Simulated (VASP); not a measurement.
# Cd in VASP: further runs

Cd is run at these levels: LDA; tasks: single point.

Program: VASP 6.6.1. These are calculated values, not measurements. Logs are shortened: lines on timing, memory, paths and dates and some standing lists are left out, and cuts for length are marked.

## 1. The cell of the first run

Symmetry: P6_3/mmc, No. 194, hexagonal system. The conventional cell has a = 2.979 Å, b = 2.979 Å, c = 5.618 Å, α = 90.00°, β = 90.00°, γ = 120.00°. Cd (site symmetry -6m2) has 12 Cd at 2.98 to 3.29 Å within 3.9 Å.

## 2. Single point, LDA

INCAR reads:

```
  PREC = Accurate
  ENCUT = 520
  EDIFF = 1E-6
  ISMEAR = 1
  SIGMA = 0.1
  LREAL = F
  LASPH = T
  NELM = 80
  ALGO = Normal
  ISIF = 2
  LWAVE = F
  LCHARG = F
  NBANDS = 19
```

KPOINTS reads:

```
regular mesh
0
Gamma
  11 11 5
```

POSCAR reads:

```
Cd
1.0
    2.9788700000      0.0000000000      0.0000000000
   -1.4894350000      2.5797770000      0.0000000000
    0.0000000000      0.0000000000      5.6176500000
Cd
2
Direct
    0.3333333333      0.6666666667      0.2500000000
    0.6666666667      0.3333333333      0.7500000000
```

Potentials or basis: VASP PAW LDA potentials, release 64 (Cd).

On the command line:

```
> cat potpaw_LDA.64/Cd/POTCAR > POTCAR
> mpirun -np 1 vasp_std > vasp.out
```

OUTCAR:

```text
PREC = Accurate
   ENCUT = 520
   EDIFF = 1E-6
   ISMEAR = 1
   LREAL = F
   LASPH = T
   NELM = 80
   ISIF = 2

 ion  position               nearest neighbor table
   1  0.333  0.667  0.250-   2 3.29   2 3.29   2 3.29   2 3.29   2 3.29   2 3.29
   2  0.667  0.333  0.750-   1 3.29   1 3.29   1 3.29   1 3.29   1 3.29   1 3.29

  LATTYP: Found a hexagonal cell.
 ALAT       =     2.9788700000
 C/A-ratio  =     1.8858325472

  Lattice vectors:

 A1 = (   2.9788700000,   0.0000000000,   0.0000000000)
 A2 = (  -1.4894350000,   2.5797770000,   0.0000000000)
 A3 = (   0.0000000000,   0.0000000000,   5.6176500000)

Analysis of symmetry for initial positions (statically):
=====================================================================
 Subroutine PRICEL returns:
 Original cell was already a primitive cell.

 Routine SETGRP: Setting up the symmetry group for a
 hexagonal supercell.

 Subroutine GETGRP returns: Found 24 space group operations
 (whereof 12 operations were pure point group operations)
 out of a pool of 24 trial point group operations.

The static configuration has the point symmetry D_3d.
 The point group associated with its full space group is D_6h.

Analysis of symmetry for dynamics (positions and initial velocities):
=====================================================================
 Subroutine PRICEL returns:
 Original cell was already a primitive cell.

 Routine SETGRP: Setting up the symmetry group for a
 hexagonal supercell.

 Subroutine GETGRP returns: Found 24 space group operations
 (whereof 12 operations were pure point group operations)
 out of a pool of 24 trial point group operations.

The dynamic configuration has the point symmetry D_3d.
 The point group associated with its full space group is D_6h.

 Subroutine INISYM returns: Found 24 space group operations
 (whereof 12 operations are pure point group operations),
 and found     1 'primitive' translations

----------------------------------------------------------------------------------------

                                     Primitive cell

  volume of cell :      43.1706

  direct lattice vectors                    reciprocal lattice vectors
     2.978870000  0.000000000  0.000000000     0.335697765  0.193815202  0.000000000
    -1.489435000  2.579777000  0.000000000     0.000000000  0.387630404  0.000000000
     0.000000000  0.000000000  5.617650000     0.000000000  0.000000000  0.178010378

  length of vectors
     2.978870000  2.978869918  5.617650000     0.387630393  0.387630404  0.178010378

  position of ions in fractional coordinates (direct lattice)
     0.333333333  0.666666667  0.250000000
     0.666666667  0.333333333  0.750000000

  ion indices of the primitive-cell ions
   primitive index   ion index
                 1           1
                 2           2

----------------------------------------------------------------------------------------

 KPOINTS: regular mesh

Automatic generation of k-mesh.
 Grid dimensions read from file:
 generate k-points for:   11   11    5

 Generating k-lattice:

  Cartesian coordinates                     Fractional coordinates (reciprocal lattice)
     0.030517979  0.017619564  0.000000000     0.090909091 -0.000000000  0.000000000
     0.000000000  0.035239128  0.000000000     0.000000000  0.090909091  0.000000000
     0.000000000  0.000000000  0.035602076     0.000000000  0.000000000  0.200000000

  Length of vectors
     0.035239127  0.035239128  0.035602076

  Shift w.r.t. Gamma in fractional coordinates (k-lattice)
     0.000000000  0.000000000  0.000000000

 Subroutine IBZKPT returns following result:
 ===========================================

 Found     48 irreducible k-points:

 Following reciprocal coordinates:
            Coordinates               Weight
  0.000000  0.000000  0.000000      1.000000
  0.090909  0.000000  0.000000      6.000000
  0.181818 -0.000000  0.000000      6.000000
  0.272727 -0.000000  0.000000      6.000000
  0.363636 -0.000000  0.000000      6.000000
  0.454545  0.000000  0.000000      6.000000
[... 16 lines left out ...]
  0.090909  0.090909  0.200000     12.000000
  0.181818  0.090909  0.200000     24.000000
 [... further k-points ...]
   k-points           NKPTS =     48   k-points in BZ     NKDIM =     48   number of bands    NBANDS=     19
   number of dos      NEDOS =    301   number of ions     NIONS =      2
   total plane-waves  NPLWV =  24192
   dimension x,y,z NGX =    24 NGY =   24 NGZ =   42
   dimension x,y,z NGXF=    48 NGYF=   48 NGZF=   84
   ions per type =               2
   NGX,Y,Z   is equivalent  to a cutoff of  13.39, 13.39, 12.43 a.u.
   NGXF,Y,Z  is equivalent  to a cutoff of  26.79, 26.79, 24.86 a.u.
 SYSTEM =  unknown system
   PREC   = accura    normal or accurate (medium, high low for compatibility)
   ISTART =      0    job   : 0-new  1-cont  2-samecut
   ICHARG =      2    charge: 1-file 2-atom 10-const
   ISPIN  =      1    spin polarized calculation?
   LNONCOLLINEAR =      F non collinear calculations
   LSORBIT =      F    spin-orbit coupling
   LASPH  =      T    aspherical Exc in radial PAW
   ENCUT  =  520.0 eV  38.22 Ry    6.18 a.u.   5.54  5.54 10.45*2*pi/ulx,y,z
   NELM   =     80;   NELMIN=  2; NELMDL= -5     # of ELM steps
   EDIFF  = 0.1E-05   stopping-criterion for ELM
   LREAL  =      F    real-space projection
   EDIFFG = 0.1E-04   stopping-criterion for IOM
   NSW    =      0    number of steps for IOM
   IBRION =     -1    ionic relax: 0-MD 1-quasi-New 2-CG
   NFREE  =      0    steps in history (QN), initial steepest desc. (CG)
   ISIF   =      2    stress and relaxation
   ISYM   =      2    0-nonsym 1-usesym 2-fastsym
   POTIM  = 0.5000    time-step for ionic-motion
   TEBEG  =    0.0;   TEEND  =   0.0 temperature during run
   PSTRESS=    0.0 pullay stress
   NELECT =      24.0000    total number of electrons
   NUPDOWN=      -1.0000    fix difference up-down
   EMIN   =  10.00;   EMAX   =-10.00  energy-range for DOS
   EFERMI =   0.00;   METHOD = LEGACY
   ISMEAR =     1;   SIGMA  =   0.10  broadening in eV -4-tet -1-fermi 0-gaus
   EFERMI_NEDOS =   21; number of points for ismear=-14 and -15
   IALGO  =     38    algorithm
   IMIX   =      4    mixing-type and parameters
     AMIX     =   0.40;   BMIX     =  1.00
     AMIX_MAG =   1.60;   BMIX_MAG =  1.00
  volume/ion in A,a.u.               =      21.59       145.66
  Fermi-wavevector in a.u.,A,eV,Ry     =   1.346116  2.543790 24.654137  1.812028
  Thomas-Fermi vector in A             =   2.473974
   LORBIT       =      0    0 simple, 1 ext, 2 COOP (PROOUT), +10 PAW based schemes
   GGA     = CA    functional components
   LHFCALC =     F    Hartree Fock is set to
   AEXX    =    0.0000 exact exchange contribution
   IVDW    =     0    specifies the selected vdW correction
   LEPSILON=     F    determine dielectric tensor
   LRPA    =     F    only Hartree local field effects (RPA)
 non-spin polarized calculation
 Methfessel and Paxton  Order N= 1 SIGMA  =   0.10
  energy-cutoff  :      520.00
  volume of cell :       43.17
 maximum number of plane-waves:      1188
 NGX is ok and might be reduce to    24
   NGX = 11   NGY = 11   NGZ = 21

 number of electron      23.9999993 magnetization

 Free energy of the ion-electron system (eV)
  ---------------------------------------------------
  ext. energy  EPLUGINS =         0.00000000
  ---------------------------------------------------
  free energy    TOTEN  =        -2.98417016 eV

  energy without entropy =       -2.98380305  energy(sigma->0) =       -2.98404779

 E-fermi :   2.7903     XC(G=0): -11.3704

 val. band max:        2.7613860197   @ k =   0.0909   0.0909   0.2000
 cond. band min:       2.8134643899   @ k =   0.2727   0.1818   0.0000
 fundamental gap:      0.0520783702
 Fermi energy:         2.7903421736

 k-point     1 :       0.0000    0.0000    0.0000
  band No.  band energies     occupation
      1      -7.1251      2.00000
      2      -6.8568      2.00000
      3      -6.4772      2.00000
      4      -6.4772      2.00000
      5      -6.4255      2.00000
      6      -6.4255      2.00000
[... 11 lines left out ...]
     18      17.6626      0.00000
     19      18.5221      0.00000

 k-point     2 :       0.0909    0.0000    0.0000
  band No.  band energies     occupation
      1      -7.0407      2.00000
      2      -6.7780      2.00000
      3      -6.5074      2.00000
      4      -6.4538      2.00000
      5      -6.4002      2.00000
      6      -6.3513      2.00000
[... 11 lines left out ...]
     18      17.6021      0.00000
     19      18.9085      0.00000

 k-point     3 :       0.1818   -0.0000    0.0000
  band No.  band energies     occupation
      1      -6.9241      2.00000
      2      -6.6798      2.00000
      3      -6.5810      2.00000
      4      -6.3986      2.00000
      5      -6.2182      2.00000
      6      -6.1883      2.00000
[... 11 lines left out ...]
     18      16.3934      0.00000
     19      16.4073      0.00000

 k-point     4 :       0.2727   -0.0000    0.0000
  band No.  band energies     occupation
      1      -7.0181      2.00000
      2      -6.8058      2.00000
      3      -6.5094      2.00000
      4      -6.4098      2.00000
      5      -6.1781      2.00000
      6      -6.1664      2.00000
[... 11 lines left out ...]
     18      15.9483      0.00000
     19      15.9633      0.00000

 k-point     5 :       0.3636   -0.0000    0.0000
  band No.  band energies     occupation
      1      -7.1609      2.00000
      2      -6.9592      2.00000
      3      -6.7497      2.00000
      4      -6.3203      2.00000
      5      -6.2365      2.00000
      6      -6.1840      2.00000
[... 11 lines left out ...]
     18      15.6747      0.00000
     19      16.2161      0.00000
[... 334 lines left out ...]
      2      -6.9848      2.00000
      3      -6.7738      2.00000
      4      -6.4767      2.00000
      5      -6.1431      2.00000
      6      -6.1165      2.00000
[... 11 lines left out ...]
     18      15.3617      0.00000
     19      15.3856      0.00000

 k-point    22 :       0.4545    0.0000    0.2000
  band No.  band energies     occupation
      1      -7.2262      2.00000
      2      -7.0821      2.00000
      3      -6.8829      2.00000
      4      -6.5455      2.00000
      5      -6.1778      2.00000
      6      -6.0268      2.00000
[... 11 lines left out ...]
     18      14.7438      0.00000
     19      15.5887      0.00000

 k-point    23 :       0.0909    0.0909    0.2000
  band No.  band energies     occupation
      1      -6.8821      2.00000
      2      -6.7006      2.00000
      3      -6.5563      2.00000
      4      -6.5146      2.00000
      5      -6.2787      2.00000
      6      -6.2443      2.00000
[... 11 lines left out ...]
     18      16.1623      0.00000
     19      18.3530      0.00000

 k-point    24 :       0.1818    0.0909    0.2000
  band No.  band energies     occupation
      1      -6.8459      2.00000
      2      -6.6650      2.00000
      3      -6.5907      2.00000
      4      -6.4668      2.00000
      5      -6.3112      2.00000
      6      -6.2212      2.00000
[... 11 lines left out ...]
     18      14.8596      0.00000
     19      16.9375      0.00000

 [... further k-points ...]
[... 5 lines left out ...]
  --------------------------------------------------------------------------------------
  -------------------------------------------------------------------------------------
  Total       -0.9633352     -0.9633352     -1.1490868     -0.0000000      0.0000000      0.0000000
  in kB      -35.7519420    -35.7519394    -42.6456795     -0.0000000      0.0000000      0.0000000
  external PRESSURE =     -38.0498536 kB  Pullay stress =       0.0000000 kB

 VOLUME and BASIS-vectors are now :
 -----------------------------------------------------------------------------
  energy-cutoff  :      520.00
  volume of cell :       43.17
      direct lattice vectors                 reciprocal lattice vectors
     2.978870000  0.000000000  0.000000000     0.335697765  0.193815202  0.000000000
    -1.489435000  2.579777000  0.000000000     0.000000000  0.387630404  0.000000000
     0.000000000  0.000000000  5.617650000     0.000000000  0.000000000  0.178010378

 POSITION                                       TOTAL-FORCE (eV/Angst)
 -----------------------------------------------------------------------------------
     -0.00000      1.71985      1.40441         0.000000     -0.000000      0.000000
      1.48944      0.85993      4.21324        -0.000000      0.000000      0.000000
 -----------------------------------------------------------------------------------
    total drift:                               -0.000000      0.000000     -0.000000

  FREE ENERGIE OF THE ION-ELECTRON SYSTEM (eV)
  ---------------------------------------------------
  free  energy   TOTEN  =        -2.9841701627 eV

  energy  without entropy=       -2.9838030456  energy(sigma->0) =       -2.98404779
```

It took 24 s on 1 thread of Intel Xeon 8259CL, shared host; peak memory 0.16 GiB.

Results:

* Free energy: -2.9842 eV
* Pressure: -3.8 GPa
* Band gap on the k mesh: zero (band 12 reaches 4.36 eV, above the bottom of band 13 at -0.31 eV)

Levels at points of the mesh, in eV from the Fermi level:
```csv
k point,band 10,band 11,band 12,band 13,band 14,band 15
"(0.00, 0.00, 0.00)",-8.48,-8.48,-3.14,-3.10,10.44,14.49
```

[end of part 1 of 2]
